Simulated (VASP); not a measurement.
Si, 2 atoms in the cell. Symmetry: Fd-3m, No. 227, cubic system. Conventional cell: a = 5.433 Å, b = 5.433 Å, c = 5.433 Å, α = 90.00°, β = 90.00°, γ = 90.00°. Si (site symmetry -43m) has 4 Si at 2.35 Å within 3.1 Å. 

```yaml
Program: VASP 6.6.1
Task: single point
Functional: PBEsol
Potentials_or_basis: VASP PAW PBE potentials, release 64 (Si)
Cutoff: 500 eV
k_mesh: 12 × 12 × 12
Occupations: gaussian, width 0.02 eV
Spin: no spin polarisation
Dipole_correction: no
Further_INCAR_settings: ALGO = Normal; EDIFF = 1e-06; NBANDS = 11
```

Potentials or basis: VASP PAW PBE potentials, release 64 (Si).

Launch:

```bash
$ cat potpaw_PBE.64/Si/POTCAR > POTCAR
$ mpirun -np 1 vasp_std > vasp.out
```

Hardware: 1 thread of Intel(R) Xeon(R) Platinum 8259CL CPU @ 2.50GHz (Skylake/Cascade Lake) (shared host).

Task: Estimate the wall time of this run.

Result: Wall time 32 s on 1 thread of Intel(R) Xeon(R) Platinum 8259CL CPU @ 2.50GHz (Skylake/Cascade Lake) (shared host), peak memory 0.16 GiB. Counts: scf iterations 11, k points 72.
